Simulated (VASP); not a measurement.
# Sn in VASP: notebook, part 2 of 2

VASP 6.6.1. Earlier steps stand in the parts before.

## (5) Single point, PBE

Input file INCAR:

```
PREC     = Accurate       # precision mode
ENCUT    = 520            # plane-wave cutoff, eV
EDIFF    = 1E-6           # SCF threshold, eV
ISMEAR   = -1             # smearing method
SIGMA    = 0.1            # smearing width, eV
LREAL    = False          # projectors in reciprocal space
LASPH    = True           # aspherical terms in the spheres
NELM     = 80             # most SCF steps
ALGO     = Normal         # electronic algorithm
ISIF     = 2              # what is computed and relaxed
LWAVE    = False          # write WAVECAR
LCHARG   = False          # write CHGCAR
GGA      = PE             # functional
NBANDS   = 21             # bands
```

Input file KPOINTS:

```
Automatic mesh
0
Gamma
  5 5 5
```

Input file POSCAR:

```
Sn
1.0
    0.0000000000      3.2333400000      3.2333400000
    3.2333400000      0.0000000000      3.2333400000
    3.2333400000      3.2333400000      0.0000000000
Sn
2
Direct
    0.0000000000      0.0000000000      0.0150000000
    0.2500000000      0.2500000000      0.2500000000
```

Potentials or basis: VASP PAW PBE potentials, release 64 (Sn_d).

The run is started by

```bash
cat potpaw_PBE.64/Sn_d/POTCAR > POTCAR
mpirun -np 1 vasp_std > vasp.out
```

OUTCAR:

```text
PREC = Accurate
   ENCUT = 520
   EDIFF = 1E-6
   ISMEAR = -1
   LREAL = False
   LASPH = True
   NELM = 80
   ISIF = 2
   GGA = PE

 ion  position               nearest neighbor table
   1  0.000  0.000  0.015-   2 2.74   2 2.80   2 2.80   2 2.86
   2  0.250  0.250  0.250-   1 2.74   1 2.80   1 2.80   1 2.86

  LATTYP: Found a face centered cubic cell.
 ALAT       =     6.4666800000

  Lattice vectors:

 A1 = (   0.0000000000,   3.2333400000,   3.2333400000)
 A2 = (   3.2333400000,   0.0000000000,   3.2333400000)
 A3 = (   3.2333400000,   3.2333400000,   0.0000000000)

Analysis of symmetry for initial positions (statically):
=====================================================================
 Subroutine PRICEL returns:
 Original cell was already a primitive cell.

 Routine SETGRP: Setting up the symmetry group for a
 face centered cubic supercell.

 Subroutine GETGRP returns: Found  4 space group operations
 (whereof  2 operations were pure point group operations)
 out of a pool of 48 trial point group operations.

The static configuration has the point symmetry C_1h.
[... 153 lines left out ...]
 number of electron      28.0000008 magnetization

 Free energy of the ion-electron system (eV)
  ---------------------------------------------------
  ext. energy  EPLUGINS =         0.00000000
  ---------------------------------------------------
  free energy    TOTEN  =        -7.53521563 eV

  energy without entropy =       -7.52376110  energy(sigma->0) =       -7.52948837

 E-fermi :   5.6893     XC(G=0):  -8.9110

 val. band max:        5.6360486477   @ k =   0.0000   0.0000   0.0000
 cond. band min:       5.7268305020   @ k =   0.0000   0.0000   0.4000
 fundamental gap:      0.0907818542
 Fermi energy:         5.6892705330

 k-point     1 :       0.0000    0.0000    0.0000
  band No.  band energies     occupation
      1     -15.9587      2.00000
      2     -15.9317      2.00000
      3     -15.9129      2.00000
      4     -15.8738      2.00000
      5     -15.8730      2.00000
      6     -15.5646      2.00000
[... 565 lines left out ...]
     20      13.6075      0.00000
     21      14.1414      0.00000

 [... further k-points ...]
[... 5 lines left out ...]
  --------------------------------------------------------------------------------------
  -------------------------------------------------------------------------------------
  Total        1.7072765      1.7072765      1.7408476      0.0342987      0.5150044      0.5150043
  in kB       40.4604131     40.4604131     41.2560093      0.8128392     12.2049884     12.2049875
  external PRESSURE =      40.7256119 kB  Pullay stress =       0.0000000 kB

 VOLUME and BASIS-vectors are now :
 -----------------------------------------------------------------------------
  energy-cutoff  :      520.00
  volume of cell :       67.61
      direct lattice vectors                 reciprocal lattice vectors
     0.000000000  3.233340000  3.233340000    -0.154638856  0.154638856  0.154638856
     3.233340000  0.000000000  3.233340000     0.154638856 -0.154638856  0.154638856
     3.233340000  3.233340000  0.000000000     0.154638856  0.154638856 -0.154638856

 POSITION                                       TOTAL-FORCE (eV/Angst)
 -----------------------------------------------------------------------------------
      0.04850      0.04850      0.00000        -0.387881     -0.387881     -0.046369
      1.61667      1.61667      1.61667         0.387881      0.387881      0.046369
 -----------------------------------------------------------------------------------
    total drift:                                0.000017      0.000017     -0.000000

  FREE ENERGIE OF THE ION-ELECTRON SYSTEM (eV)
  ---------------------------------------------------
  free  energy   TOTEN  =        -7.5352156280 eV

  energy  without entropy=       -7.5237611035  energy(sigma->0) =       -7.52948837
```

Run time: 38 s. Hardware: 1 thread of Intel Xeon 6975P-C, shared host; peak memory 0.22 GiB.

What came out:

| Quantity | Value |
| --- | --- |
| Free energy | -7.5352 eV |
| Pressure | 4.1 GPa |
| Largest force | 0.551 eV/Å |
| Band gap on the k mesh | zero (band 14 reaches 5.86 eV, above the bottom of band 15 at 5.73 eV) |

Forces in eV/Å, atoms in the order of the input:
```
Sn  -0.388 -0.388 -0.046
Sn   0.388  0.388  0.046
```

Levels at points of the mesh, in eV from the Fermi level:
| k point | band 10 | band 11 | band 12 | band 13 | band 14 | band 15 | band 16 | band 17 | band 18 | band 19 |
| --- | --- | --- | --- | --- | --- | --- | --- | --- | --- | --- |
| (0.00, 0.00, 0.00) | -21.23 | -10.60 | -0.48 | -0.05 | 0.17 | 0.39 | 2.05 | 2.23 | 2.42 | 5.11 |

Caveat: spin-orbit coupling is left out, which moves the levels of the heavy elements.

## (6) Single point, PBE

Changes to INCAR since step 5:

```diff
@@ -2,3 +2,3 @@
 ENCUT    = 520            # plane-wave cutoff, eV
-EDIFF    = 1E-6           # SCF threshold, eV
+EDIFF    = 1E-7           # SCF threshold, eV
 ISMEAR   = -1             # smearing method
@@ -11,4 +11,6 @@
 LWAVE    = False          # write WAVECAR
-LCHARG   = False          # write CHGCAR
+LCHARG   = True           # write CHGCAR
 GGA      = PE             # functional
+LELF     = True           # ELF
+LVHAR    = True         
 NBANDS   = 21             # bands
```

Input file KPOINTS:

```
regular mesh
0
Gamma
  5 5 5
```

Changes to POSCAR since step 5:

```diff
@@ -8,3 +8,3 @@
 Direct
-    0.0000000000      0.0000000000      0.0150000000
+    0.0000000000      0.0000000000      0.0200000000
     0.2500000000      0.2500000000      0.2500000000
```

Potentials or basis: VASP PAW PBE potentials, release 64 (Sn_d).

The run is started by

```bash
cat potpaw_PBE.64/Sn_d/POTCAR > POTCAR
mpirun -np 1 vasp_std > vasp.out
```

It took 40 s on 1 thread of Intel Xeon 6975P-C, shared host; peak memory 0.22 GiB.

Results (log left out):

| Property | Result |
| --- | --- |
| Free energy | -7.5206 eV |
| Pressure | 4.1 GPa |
| Largest force | 0.736 eV/Å |
| Band gap on the k mesh | zero (band 14 reaches 5.86 eV, above the bottom of band 15 at 5.69 eV) |

Forces in eV/Å, atoms in the order of the input:
```
Sn  -0.517 -0.517 -0.086
Sn   0.517  0.517  0.086
```

Stress tensor (GPa, compression positive):
```
4.10 0.14 1.63
0.14 4.10 1.63
1.63 1.63 4.23
```

Levels at points of the mesh, in eV from the Fermi level:
| k point | band 12 | band 13 | band 14 | band 15 | band 16 | band 17 |
| --- | --- | --- | --- | --- | --- | --- |
| (0.00, 0.00, 0.00) | -0.48 | -0.12 | 0.18 | 0.47 | 1.99 | 2.23 |

Caveat: spin-orbit coupling is left out, which moves the levels of the heavy elements.
